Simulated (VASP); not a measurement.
Sb5Se:

```
Sb Se
1.0
     6.37656    0.00000    0.00000
    -3.18828    5.52227    0.00000
     0.00000    0.00000    5.49641
Sb Se
5 1
Direct
  0.50000 0.00000 0.50000
  0.00000 0.50000 0.50000
  0.50000 0.50000 0.50000
  0.33333 0.66667 0.83377
  0.66667 0.33333 0.16623
  0.00000 0.00000 0.50000
```

The cell was generated, and may not be a known phase.

- Program: VASP 6.6.1
- Task: relaxation of cell and atoms
- Functional: PBE
- Potentials or basis: VASP PAW PBE potentials, release 64 (Sb, Se)
- Cutoff: 600 eV
- k mesh: 3 × 3 × 4
- Occupations: gaussian, width 0.1 eV
- Spin: no spin polarisation

At the start: pressure 13.3 GPa; volume 32.26 Å³/atom.

Task: How do energy, volume and symmetry change on relaxing?

Result: Over 29 steps the energy falls by 707.4 meV/atom and the volume is 31.31 Å³/atom (-2.9 %); space group P-3m1 (No. 164, to 0.1 Å) before, P6/mmm (No. 191, to 0.1 Å).

Step by step:
| step | energy change (eV) | largest force (eV/Å) | pressure (GPa) | volume (Å³) |
| --- | --- | --- | --- | --- |
| 1 | 0.0000 | 6.9331 | 13.29 | 193.55 |
| 2 | -1.7976 | 0.5783 | -6.16 | 278.12 |
| 3 | -2.8163 | 1.0829 | -2.47 | 238.60 |
| 4 | -2.8197 | 1.1788 | -2.24 | 237.16 |
| 5 | -2.8201 | 1.2429 | -2.08 | 236.22 |
| 6 | -3.3207 | 0.9923 | -1.55 | 224.78 |
| 7 | -3.5764 | 0.6584 | -0.33 | 213.74 |
| 8 | -3.5893 | 0.5698 | 0.24 | 210.35 |
| 9 | -3.6426 | 0.3949 | -0.31 | 210.51 |
| 10 | -3.7290 | 0.0180 | -1.64 | 210.90 |
| 11 | -3.7395 | 0.0903 | -2.06 | 211.02 |
| 12 | -3.7638 | 0.0855 | -1.94 | 209.46 |
| 13 | -3.8293 | 0.0652 | -1.49 | 204.81 |
| 14 | -3.9717 | 0.1206 | -0.37 | 195.58 |
| 15 | -4.1445 | 0.1211 | 3.10 | 177.47 |
| 16 | -4.1392 | 0.2836 | 1.14 | 185.29 |
| 17 | -4.1672 | 0.2292 | 1.97 | 181.48 |
| 18 | -4.1868 | 0.1019 | 2.29 | 179.85 |
| 19 | -4.1879 | 0.1279 | 2.22 | 180.15 |
| 20 | -4.2168 | 0.1123 | 1.47 | 182.55 |
| 21 | -4.2386 | 0.0709 | -0.49 | 189.82 |
| 22 | -4.2417 | 0.0807 | -0.02 | 187.96 |
| 23 | -4.2417 | 0.0816 | 0.02 | 187.80 |
| 24 | -4.2421 | 0.0791 | 0.01 | 187.84 |
| 25 | -4.2429 | 0.0711 | -0.01 | 187.95 |
| 26 | -4.2422 | 0.0530 | -0.05 | 188.17 |
| 27 | -4.2430 | 0.0664 | -0.02 | 188.01 |
| 28 | -4.2434 | 0.0583 | -0.02 | 187.97 |
| 29 | -4.2445 | 0.0330 | 0.00 | 187.86 |

Final structure:
```
CELL_PARAMETERS angstrom
6.36744 0.00000 0.00000
-3.18372 5.51436 0.00000
0.00000 0.00000 5.35034
ATOMIC_POSITIONS crystal
Sb 0.50000 0.00000 0.50000
Sb 0.00000 0.50000 0.50000
Sb 0.50000 0.50000 0.50000
Sb 0.33333 0.66667 0.99757
Sb 0.66667 0.33333 0.00243
Se 0.00000 0.00000 0.50000
```

Caveat: the k points lie up to 0.38 Å⁻¹ apart in the final cell, too coarse for converged energies and pressures of a metal.
